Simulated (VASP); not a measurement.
# Ta2Tl (P6_3/mmc) in VASP: further runs

The runs below take Ta2Tl through single point, with PBE.

All numbers are computed with VASP 6.6.1; they aren't measurements. Logs are shortened: lines on timing, memory, paths and dates and some standing lists are left out, and cuts for length are marked.

**1. The cell of the first run**

The structure is hexagonal, space group P6_3/mmc (No. 194). The conventional cell has a = 3.684 Å, b = 3.684 Å, c = 9.471 Å, α = 90.00°, β = 90.00°, γ = 120.00°. Ta (site symmetry 3m) has 3 Ta at 2.31 Å and 4 Tl at 2.82 to 2.86 Å within 3.1 Å. Tl (site symmetry -6m2) has 8 Ta at 2.82 to 2.86 Å and 6 Tl at 3.68 Å within 3.7 Å.

**2. Single point, PBE**

Contents of INCAR:

```
SYSTEM = Ta2Tl
PREC = Accurate
ENCUT = 520
EDIFF = 1E-6
ISMEAR = 0
SIGMA = 0.1
LREAL = .False.
LASPH = .True.
NELM = 80
ALGO = Fast
ISIF = 2
LWAVE = .False.
LCHARG = .True.
GGA = PE
LELF = .True.
LVHAR = .True.
NBANDS = 44
```

Contents of KPOINTS:

```
regular mesh
0
Gamma
  6 6 2
  0 0 0
```

Contents of POSCAR:

```
Ta2Tl
1.0
    3.6838628000      0.0000000000      0.0000000000
   -1.8419314000      3.1903187700      0.0000000000
    0.0000000000      0.0000000000      9.4707400500
Ta Tl
4 2
Direct
    0.6666666700      0.3333333300      0.4522036600
    0.3333333300      0.6666666700      0.9522036600
    0.6666666700      0.3333333300      0.0477963400
    0.3333333300      0.6666666700      0.5477963400
    0.6666666700      0.3333333300      0.7500000000
    0.3333333300      0.6666666700      0.2500000000
```

Potentials or basis: VASP PAW PBE potentials, release 64 (Ta_pv, Tl_d).

Launch:

```console
$ cat potpaw_PBE.64/Ta_pv/POTCAR potpaw_PBE.64/Tl_d/POTCAR > POTCAR
$ mpirun -np 1 vasp_std > vasp.out
```

OUTCAR:

```text
SYSTEM = Ta2Tl
   PREC = Accurate
   ENCUT = 520
   EDIFF = 1E-6
   ISMEAR = 0
   LREAL = .False.
   LASPH = .True.
   NELM = 80
   ISIF = 2
   GGA = PE

 ion  position               nearest neighbor table
   1  0.667  0.333  0.452-   4 2.31   4 2.31   4 2.31   5 2.82   6 2.86   6 2.86   6 2.86
   2  0.333  0.667  0.952-   3 2.31   3 2.31   3 2.31   6 2.82   5 2.86   5 2.86   5 2.86
   3  0.667  0.333  0.048-   2 2.31   2 2.31   2 2.31   5 2.82   6 2.86   6 2.86   6 2.86
   4  0.333  0.667  0.548-   1 2.31   1 2.31   1 2.31   6 2.82   5 2.86   5 2.86   5 2.86
   5  0.667  0.333  0.750-   1 2.82   3 2.82   2 2.86   4 2.86   2 2.86   4 2.86   2 2.86   4 2.86

   6  0.333  0.667  0.250-   2 2.82   4 2.82   1 2.86   3 2.86   1 2.86   3 2.86   3 2.86   1 2.86

  LATTYP: Found a hexagonal cell.
 ALAT       =     3.6838628000
 C/A-ratio  =     2.5708720884

  Lattice vectors:

 A1 = (   3.6838628000,   0.0000000000,   0.0000000000)
 A2 = (  -1.8419314000,   3.1903187700,   0.0000000000)
 A3 = (   0.0000000000,   0.0000000000,   9.4707400500)

Analysis of symmetry for initial positions (statically):
=====================================================================
 Subroutine PRICEL returns:
 Original cell was already a primitive cell.

 Routine SETGRP: Setting up the symmetry group for a
 hexagonal supercell.

 Subroutine GETGRP returns: Found 24 space group operations
 (whereof 12 operations were pure point group operations)
 out of a pool of 24 trial point group operations.

The static configuration has the point symmetry D_3d.
 The point group associated with its full space group is D_6h.

Analysis of symmetry for dynamics (positions and initial velocities):
=====================================================================
 Subroutine PRICEL returns:
 Original cell was already a primitive cell.

 Routine SETGRP: Setting up the symmetry group for a
 hexagonal supercell.

 Subroutine GETGRP returns: Found 24 space group operations
 (whereof 12 operations were pure point group operations)
 out of a pool of 24 trial point group operations.

The dynamic configuration has the point symmetry D_3d.
 The point group associated with its full space group is D_6h.

 Subroutine INISYM returns: Found 24 space group operations
 (whereof 12 operations are pure point group operations),
 and found     1 'primitive' translations

----------------------------------------------------------------------------------------

                                     Primitive cell

  volume of cell :     111.3067

  direct lattice vectors                    reciprocal lattice vectors
     3.683862800  0.000000000  0.000000000     0.271454192  0.156724151  0.000000000
    -1.841931400  3.190318770  0.000000000     0.000000000  0.313448302  0.000000000
     0.000000000  0.000000000  9.470740050     0.000000000  0.000000000  0.105588370

  length of vectors
     3.683862800  3.683862801  9.470740050     0.313448302  0.313448302  0.105588370

  position of ions in fractional coordinates (direct lattice)
     0.666666670  0.333333330  0.452203660
     0.333333330  0.666666670  0.952203660
     0.666666670  0.333333330  0.047796340
     0.333333330  0.666666670  0.547796340
     0.666666670  0.333333330  0.750000000
     0.333333330  0.666666670  0.250000000

  ion indices of the primitive-cell ions
   primitive index   ion index
                 1           1
                 2           2
                 3           3
                 4           4
                 5           5
                 6           6

----------------------------------------------------------------------------------------

 KPOINTS: regular mesh

Automatic generation of k-mesh.
 Grid dimensions read from file:
 generate k-points for:    6    6    2

 Generating k-lattice:

  Cartesian coordinates                     Fractional coordinates (reciprocal lattice)
     0.045242365  0.026120692  0.000000000     0.166666667 -0.000000000  0.000000000
     0.000000000  0.052241384  0.000000000     0.000000000  0.166666667  0.000000000
     0.000000000  0.000000000  0.052794185     0.000000000  0.000000000  0.500000000

  Length of vectors
     0.052241384  0.052241384  0.052794185

  Shift w.r.t. Gamma in fractional coordinates (k-lattice)
     0.000000000  0.000000000  0.000000000

 Subroutine IBZKPT returns following result:
 ===========================================

 Found     14 irreducible k-points:

 Following reciprocal coordinates:
            Coordinates               Weight
  0.000000  0.000000  0.000000      1.000000
  0.166667  0.000000  0.000000      6.000000
  0.333333  0.000000  0.000000      6.000000
  0.500000 -0.000000  0.000000      3.000000
  0.166667  0.166667  0.000000      6.000000
  0.333333  0.166667  0.000000     12.000000
  0.333333  0.333333  0.000000      2.000000
  0.000000  0.000000  0.500000      1.000000
  0.166667  0.000000  0.500000      6.000000
  0.333333  0.000000  0.500000      6.000000
  0.500000 -0.000000  0.500000      3.000000
  0.166667  0.166667  0.500000      6.000000
  0.333333  0.166667  0.500000     12.000000
  0.333333  0.333333  0.500000      2.000000
   k-points           NKPTS =     14   k-points in BZ     NKDIM =     14   number of bands    NBANDS=     44
   number of dos      NEDOS =    301   number of ions     NIONS =      6
   total plane-waves  NPLWV =  54880
   dimension x,y,z NGX =    28 NGY =   28 NGZ =   70
   dimension x,y,z NGXF=    56 NGYF=   56 NGZF=  140
   ions per type =               4   2
   NGX,Y,Z   is equivalent  to a cutoff of  12.64, 12.64, 12.29 a.u.
   NGXF,Y,Z  is equivalent  to a cutoff of  25.27, 25.27, 24.58 a.u.
 SYSTEM =  Ta2Tl
   PREC   = accura    normal or accurate (medium, high low for compatibility)
   ISTART =      0    job   : 0-new  1-cont  2-samecut
   ICHARG =      2    charge: 1-file 2-atom 10-const
   ISPIN  =      1    spin polarized calculation?
   LNONCOLLINEAR =      F non collinear calculations
   LSORBIT =      F    spin-orbit coupling
   LASPH  =      T    aspherical Exc in radial PAW
   ENCUT  =  520.0 eV  38.22 Ry    6.18 a.u.   6.85  6.85 17.61*2*pi/ulx,y,z
   NELM   =     80;   NELMIN=  2; NELMDL= -5     # of ELM steps
   EDIFF  = 0.1E-05   stopping-criterion for ELM
   LREAL  =      F    real-space projection
   EDIFFG = 0.1E-04   stopping-criterion for IOM
   NSW    =      0    number of steps for IOM
   IBRION =     -1    ionic relax: 0-MD 1-quasi-New 2-CG
   NFREE  =      0    steps in history (QN), initial steepest desc. (CG)
   ISIF   =      2    stress and relaxation
   ISYM   =      2    0-nonsym 1-usesym 2-fastsym
   POTIM  = 0.5000    time-step for ionic-motion
   TEBEG  =    0.0;   TEEND  =   0.0 temperature during run
   PSTRESS=    0.0 pullay stress
   NELECT =      70.0000    total number of electrons
   NUPDOWN=      -1.0000    fix difference up-down
   EMIN   =  10.00;   EMAX   =-10.00  energy-range for DOS
   EFERMI =   0.00;   METHOD = LEGACY
   ISMEAR =     0;   SIGMA  =   0.10  broadening in eV -4-tet -1-fermi 0-gaus
   EFERMI_NEDOS =   21; number of points for ismear=-14 and -15
   IALGO  =     68    algorithm
   IMIX   =      4    mixing-type and parameters
     AMIX     =   0.40;   BMIX     =  1.00
     AMIX_MAG =   1.60;   BMIX_MAG =  1.00
  volume/ion in A,a.u.               =      18.55       125.19
  Fermi-wavevector in a.u.,A,eV,Ry     =   1.402600  2.650529 26.766544  1.967286
  Thomas-Fermi vector in A             =   2.525345
   LORBIT       =      0    0 simple, 1 ext, 2 COOP (PROOUT), +10 PAW based schemes
   GGA     = PE    functional components
   LHFCALC =     F    Hartree Fock is set to
   AEXX    =    0.0000 exact exchange contribution
   IVDW    =     0    specifies the selected vdW correction
   LEPSILON=     F    determine dielectric tensor
   LRPA    =     F    only Hartree local field effects (RPA)
 non-spin polarized calculation
 RMM-DIIS sequential band-by-band and
 Gauss-broadening in eV      SIGMA  =   0.10
  energy-cutoff  :      520.00
  volume of cell :      111.31
 maximum number of plane-waves:      3034
 NGX is ok and might be reduce to    28
   NGX = 13   NGY = 13   NGZ = 35

 number of electron      69.9999997 magnetization

 Free energy of the ion-electron system (eV)
  ---------------------------------------------------
  ext. energy  EPLUGINS =         0.00000000
  ---------------------------------------------------
  free energy    TOTEN  =       -37.71081241 eV

  energy without entropy =      -37.67544669  energy(sigma->0) =      -37.69312955

 E-fermi :   7.4669     XC(G=0): -12.2190

 val. band max:        7.3509441306   @ k =   0.3333   0.0000   0.0000
 cond. band min:       7.4841811589   @ k =   0.3333   0.1667   0.5000
 fundamental gap:      0.1332370283
 Fermi energy:         7.4669445383

 k-point     1 :       0.0000    0.0000    0.0000
  band No.  band energies     occupation
      1     -27.4440      2.00000
      2     -27.4440      2.00000
      3     -27.4438      2.00000
      4     -27.4438      2.00000
      5     -26.4029      2.00000
      6     -26.3778      2.00000
[... 36 lines left out ...]
     43      12.2612      0.00000
     44      12.2613      0.00000

 k-point     2 :       0.1667    0.0000    0.0000
  band No.  band energies     occupation
      1     -27.5204      2.00000
      2     -27.5204      2.00000
      3     -27.5119      2.00000
      4     -27.5053      2.00000
      5     -26.5443      2.00000
      6     -26.5230      2.00000
[... 36 lines left out ...]
     43      11.1436      0.00000
     44      11.7181      0.00000

 k-point     3 :       0.3333    0.0000    0.0000
  band No.  band energies     occupation
      1     -27.6593      2.00000
      2     -27.6587      2.00000
      3     -27.5873      2.00000
      4     -27.5744      2.00000
      5     -26.8169      2.00000
      6     -26.7991      2.00000
[... 36 lines left out ...]
     43      11.4179      0.00000
     44      11.6860      0.00000

 k-point     4 :       0.5000   -0.0000    0.0000
  band No.  band energies     occupation
      1     -27.7230      2.00000
      2     -27.7222      2.00000
      3     -27.5982      2.00000
      4     -27.5840      2.00000
      5     -26.9577      2.00000
      6     -26.9402      2.00000
[... 412 lines left out ...]
     43      11.7403      0.00000
     44      11.7425      0.00000

 k-point    13 :       0.3333    0.1667    0.5000
  band No.  band energies     occupation
      1     -27.8093      2.00000
      2     -27.8093      2.00000
      3     -27.4726      2.00000
      4     -27.4726      2.00000
      5     -26.9901      2.00000
      6     -26.9901      2.00000
[... 36 lines left out ...]
     43      11.2010      0.00000
     44      11.2010      0.00000

 k-point    14 :       0.3333    0.3333    0.5000
  band No.  band energies     occupation
      1     -27.8951      2.00000
      2     -27.8951      2.00000
      3     -27.2459      2.00000
      4     -27.2459      2.00000
      5     -27.2442      2.00000
      6     -27.2442      2.00000
[... 36 lines left out ...]
     43      11.6337      0.00000
     44      11.8168      0.00000

------------------------ aborting loop because EDIFF is reached ----------------------------------------

  FORCE on cell =-STRESS in cart. coord.  units (eV):
  Direction    XX          YY          ZZ          XY          YZ          ZX
  --------------------------------------------------------------------------------------
  -------------------------------------------------------------------------------------
  Total       42.4499174     42.4499174     29.5193012      0.0000000      0.0000000      0.0000000
  in kB      611.0348618    611.0348622    424.9082975      0.0000000      0.0000000      0.0000000
  external PRESSURE =     548.9926738 kB  Pullay stress =       0.0000000 kB

 VOLUME and BASIS-vectors are now :
 -----------------------------------------------------------------------------
  energy-cutoff  :      520.00
  volume of cell :      111.31
      direct lattice vectors                 reciprocal lattice vectors
     3.683862800  0.000000000  0.000000000     0.271454192  0.156724151  0.000000000
    -1.841931400  3.190318770  0.000000000     0.000000000  0.313448302  0.000000000
     0.000000000  0.000000000  9.470740050     0.000000000  0.000000000  0.105588370

 POSITION                                       TOTAL-FORCE (eV/Angst)
 -----------------------------------------------------------------------------------
      1.84193      1.06344      4.28270        -0.000000      0.000000     -5.578585
     -0.00000      2.12688      9.01807         0.000000      0.000000     -5.578585
      1.84193      1.06344      0.45267        -0.000000      0.000000      5.578585
     -0.00000      2.12688      5.18804         0.000000     -0.000000      5.578585
      1.84193      1.06344      7.10306         0.000000     -0.000000     -0.000000
     -0.00000      2.12688      2.36769        -0.000000      0.000000     -0.000000
 -----------------------------------------------------------------------------------
    total drift:                               -0.000004      0.000002      0.000000

  FREE ENERGIE OF THE ION-ELECTRON SYSTEM (eV)
  ---------------------------------------------------
  free  energy   TOTEN  =       -37.7108124117 eV

  energy  without entropy=      -37.6754466866  energy(sigma->0) =      -37.69312955
```

It took 94 s on 1 thread of AMD EPYC 7R43 (Zen 3), shared host; peak memory 0.2 GiB.

Results:

| Item | Value |
| --- | --- |
| Free energy | -37.7108 eV |
| Pressure | 54.9 GPa |
| Largest force | 5.579 eV/Å |
| Band gap on the k mesh | zero (band 35 reaches 7.94 eV, above the bottom of band 36 at 6.38 eV) |

Forces on the atoms (eV/Å):
```
Ta   0.000  0.000 -5.579
Ta   0.000  0.000 -5.579
Ta   0.000  0.000  5.579
Ta   0.000  0.000  5.579
Tl   0.000  0.000  0.000
Tl   0.000  0.000  0.000
```

Levels at points of the mesh, in eV from the Fermi level:
| k point | band 33 | band 34 | band 35 | band 36 | band 37 | band 38 |
| --- | --- | --- | --- | --- | --- | --- |
| (0.00, 0.00, 0.00) | -1.16 | -1.05 | -1.05 | -0.69 | 0.87 | 2.58 |
| (0.50, 0.00, 0.00) | -0.93 | -0.76 | -0.15 | 0.07 | 0.54 | 0.70 |
| (0.00, 0.00, 0.50) | -1.08 | -1.08 | -1.08 | -1.08 | 1.79 | 1.79 |
| (0.50, 0.00, 0.50) | -0.60 | -0.60 | -0.44 | -0.44 | 0.70 | 0.70 |

Caveat: spin-orbit coupling is left out, which moves the levels of the heavy elements; forces of over 1 eV/Å act on the atoms, so gaps and moduli don't describe the material at rest.

(Part 1 of 2 ends here.)
